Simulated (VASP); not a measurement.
# SnO2 (P4_2/mnm) in VASP: further runs, part 2 of 2

VASP 6.6.1. Earlier steps stand in the parts before.

## 3. Relaxation of shape and atoms at fixed volume, r2SCAN (12.81 Å³/atom)

This run uses another cell than the first one, of 12.81 Å³/atom.

Contents of POSCAR:

```
SnO2
1.0
    4.8650975227      0.0000000000      0.0000000000
    0.0000000000      4.8650975227      0.0000000000
    0.0000000000      0.0000000000      3.2477796734
Sn O
2 4
Direct
    0.0000000000      0.0000000000      0.0000000000
    0.5000000000      0.5000000000      0.5000000000
    0.3065540489      0.3065540489      0.0000000000
    0.1934459511      0.8065540489      0.5000000000
    0.6934459511      0.6934459511      0.0000000000
    0.8065540489      0.1934459511      0.5000000000
```

Contents of INCAR.step1:

```
SYSTEM = SnO2
  PREC = Accurate
  ENCUT = 600
  ISMEAR = 0
  SIGMA = 0.02
  LREAL = .FALSE.
  LASPH = .TRUE.
  NELM = 100
  GGA = PE
  ALGO = Normal
  EDIFF = 1E-4
  LWAVE = .TRUE.
  LCHARG = .FALSE.
```

Contents of INCAR.step2:

```
SYSTEM = SnO2
  PREC = Accurate
  ENCUT = 600
  EDIFF = 1E-6
  ISMEAR = 0
  SIGMA = 0.02
  LREAL = .FALSE.
  LASPH = .TRUE.
  NELM = 100
  ALGO = Normal
  ISIF = 4
  LWAVE = .FALSE.
  LCHARG = .FALSE.
  METAGGA = R2SCAN
  LMIXTAU = .TRUE.
  IBRION = 2
  NSW = 50
  EDIFFG = -0.01
  ISTART = 1
```

Contents of KPOINTS:

```
regular mesh
0
G
  6 6 8
  0 0 0
```

Potentials or basis: VASP PAW PBE potentials, release 64 (Sn_d, O).

Run with:

```
> cat potpaw_PBE.64/Sn_d/POTCAR potpaw_PBE.64/O/POTCAR > POTCAR
> cp INCAR.step1 INCAR
> mpirun -np 1 vasp_std > vasp.out
> cp INCAR.step2 INCAR
> mpirun -np 1 vasp_std > vasp.out
```

OUTCAR:

```text
SYSTEM = SnO2
   PREC = Accurate
   ENCUT = 600
   EDIFF = 1E-6
   ISMEAR = 0
   LREAL = .FALSE.
   LASPH = .TRUE.
   NELM = 100
   ISIF = 4
   METAGGA = R2SCAN
   IBRION = 2
   NSW = 50
   EDIFFG = -0.01
   ISTART = 1

 ion  position               nearest neighbor table
   1  0.000  0.000  0.000-   4 2.10   6 2.10   4 2.10   6 2.10   5 2.11   3 2.11
   2  0.500  0.500  0.500-   3 2.10   5 2.10   3 2.10   5 2.10   4 2.11   6 2.11
   3  0.307  0.307  0.000-   2 2.10   2 2.10   1 2.11
   4  0.193  0.807  0.500-   1 2.10   1 2.10   2 2.11
   5  0.693  0.693  0.000-   2 2.10   2 2.10   1 2.11
   6  0.807  0.193  0.500-   1 2.10   1 2.10   2 2.11

  LATTYP: Found a simple tetragonal cell.
 ALAT       =     4.8650975227
 C/A-ratio  =     0.6675672293
[... 277 lines left out ...]
  ext. energy  EPLUGINS =         0.00000000
  ---------------------------------------------------
  free energy    TOTEN  =       -84.52780618 eV

  energy without entropy =      -84.52780618  energy(sigma->0) =      -84.52780618

 E-fermi :   5.0405     XC(G=0): -11.6320

 val. band max:        4.8890378625   @ k =   0.0000   0.0000   0.0000
 cond. band min:       6.0779535436   @ k =   0.0000   0.0000   0.0000
 fundamental gap:      1.1889156812
 Fermi energy:         5.0405404315

 k-point     1 :       0.0000    0.0000    0.0000
  band No.  band energies     occupation
      1     -16.7583      2.00000
      2     -16.0169      2.00000
      3     -15.7769      2.00000
      4     -15.7769      2.00000
      5     -15.7591      2.00000
      6     -15.6855      2.00000
[... 805 lines left out ...]
     30      14.0253      0.00000
     31      14.7010      0.00000

 [... further k-points ...]

------------------------ aborting loop because EDIFF is reached ----------------------------------------

  FORCE on cell =-STRESS in cart. coord.  units (eV):
  Direction    XX          YY          ZZ          XY          YZ          ZX
  --------------------------------------------------------------------------------------
  -------------------------------------------------------------------------------------
  Total       -4.5848560     -4.5848560     -4.6196155      0.0000000      0.0000000      0.0000000
  in kB      -95.5579050    -95.5579050    -96.2823649      0.0000000      0.0000000      0.0000000
  external PRESSURE =     -95.7993916 kB  Pullay stress =       0.0000000 kB
[... 21 lines left out ...]
  FREE ENERGIE OF THE ION-ELECTRON SYSTEM (eV)
  ---------------------------------------------------
  free  energy   TOTEN  =       -84.5278061842 eV

  energy  without entropy=      -84.5278061842  energy(sigma->0) =      -84.52780618

 reached required accuracy - stopping structural energy minimisation
```

OUTCAR.step1:

```text
SYSTEM = SnO2
   PREC = Accurate
   ENCUT = 600
   ISMEAR = 0
   LREAL = .FALSE.
   LASPH = .TRUE.
   NELM = 100
[... 1055 lines left out ...]
      0.94113      3.92396      1.62389        -0.031871      0.031871      0.000000
      3.37368      3.37368      0.00000        -0.031871     -0.031871      0.000000
      3.92396      0.94113      1.62389         0.031871     -0.031871      0.000000
 -----------------------------------------------------------------------------------
    total drift:                                0.000000      0.000000     -0.000000

  FREE ENERGIE OF THE ION-ELECTRON SYSTEM (eV)
  ---------------------------------------------------
  free  energy   TOTEN  =       -37.3130740572 eV

  energy  without entropy=      -37.3130740572  energy(sigma->0) =      -37.31307406
```

OSZICAR.step1:

```text
N       E                     dE             d eps       ncg     rms          rms(c)
DAV:   1     0.686027820728E+03    0.68603E+03   -0.28645E+04  3328   0.278E+03
DAV:   2     0.652216894810E+02   -0.62081E+03   -0.60046E+03  3429   0.724E+02
DAV:   3    -0.377936521649E+02   -0.10302E+03   -0.10047E+03  3597   0.236E+02
DAV:   4    -0.432351378719E+02   -0.54415E+01   -0.54126E+01  3669   0.598E+01
DAV:   5    -0.434054618097E+02   -0.17032E+00   -0.17028E+00  3802   0.109E+01    0.154E+01
DAV:   6    -0.372508234477E+02    0.61546E+01   -0.25414E+01  5015   0.725E+01    0.565E+00
DAV:   7    -0.373448419107E+02   -0.94018E-01   -0.20295E+00  3373   0.859E+00    0.322E+00
DAV:   8    -0.373280048426E+02    0.16837E-01   -0.32618E-01  4517   0.506E+00    0.803E-01
DAV:   9    -0.373121844620E+02    0.15820E-01   -0.88117E-02  4889   0.375E+00    0.143E-01
DAV:  10    -0.373130187963E+02   -0.83433E-03   -0.59298E-03  4493   0.747E-01    0.489E-02
DAV:  11    -0.373130740572E+02   -0.55261E-04   -0.28280E-04  3154   0.201E-01
   1 F= -.37313074E+02 E0= -.37313074E+02  d E =-.282145E-26
```

Run time: 29 min. Hardware: 1 thread of Oxide Virtual Turin-like, shared host; peak memory 0.26 GiB.

What came out:

```
Free energy                  : -84.5278 eV
Energy gained by relaxing    : 0.3 meV/atom
Ionic steps                  : 3
Pressure after relaxing      : -9.6 GPa
Largest force after relaxing : 0.006 eV/Å
Band gap on the k mesh       : 1.19 eV
```

Forces in eV/Å, atoms in the order of the input:
```
Sn   0.000  0.000  0.000
Sn   0.000  0.000  0.000
O   -0.005 -0.005  0.000
O    0.005 -0.005  0.000
O    0.005  0.005  0.000
O   -0.005  0.005  0.000
```

The path:
| step | energy change (eV) | largest force (eV/Å) | pressure (GPa) | volume (Å³) |
| --- | --- | --- | --- | --- |
| 1 | 0.0000 | 0.0794 | -9.91 | 76.87 |
| 2 | -0.0015 | 0.0041 | -9.62 | 76.87 |
| 3 | -0.0015 | 0.0064 | -9.58 | 76.87 |

Final structure:
```yaml
crystal:
  lattice:
    - [4.87289, 0.00000, 0.00000]
    - [0.00000, 4.87289, 0.00000]
    - [0.00000, 0.00000, 3.23740]
  atoms:
    - { symbol: Sn, position: [0.00000, 0.00000, 0.00000] }
    - { symbol: Sn, position: [0.50000, 0.50000, 0.50000] }
    - { symbol: O, position: [0.30719, 0.30719, 0.00000] }
    - { symbol: O, position: [0.19281, 0.80719, 0.50000] }
    - { symbol: O, position: [0.69281, 0.69281, 0.00000] }
    - { symbol: O, position: [0.80719, 0.19281, 0.50000] }
```

Caveat: the PAW data sets were made with another functional, which shifts forces and pressure a little; spin-orbit coupling is left out, which moves the levels of the heavy elements.
